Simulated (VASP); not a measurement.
A run of VASP 6.6.1 is set up as follows.

INCAR

```
  PREC = Accurate
  ENCUT = 520
  EDIFF = 1E-6
  ISMEAR = 0
  SIGMA = 0.15
  LREAL = F
  LASPH = T
  NELM = 100
  ALGO = Fast
  ISIF = 2
  LWAVE = F
  LCHARG = T
  GGA = CA
  LELF = T
  LVHAR = T
  NBANDS = 20
```

KPOINTS

```
regular mesh
0
Gamma
  16 16 14
```

Contents of POSCAR:

```
TiRh
1.0
    2.6892000000      0.0000000000      0.0000000000
    0.0000000000      2.6892000000      0.0000000000
    0.0000000000      0.0000000000      3.3500000000
Ti Rh
1 1
Direct
    0.5000000000      0.5000000000      0.5000000000
    0.0000000000      0.0000000000      0.0000000000
```

Potentials or basis: VASP PAW LDA potentials, release 64 (Ti_sv, Rh_pv).

Run with:

```console
$ cat potpaw_LDA.64/Ti_sv/POTCAR potpaw_LDA.64/Rh_pv/POTCAR > POTCAR
$ mpirun -np 1 vasp_std > vasp.out
```

Task: Estimate the pressure.

Result: 46.5 GPa.

Stress tensor (GPa, compression positive):
```
49.63  0.00  0.00
 0.00 49.63  0.00
 0.00  0.00 40.23
```

Caveat: the cell differs from its parent crystal (strain -0.1000 x Voigt [1, 1, 0, 0, 0, 0]).
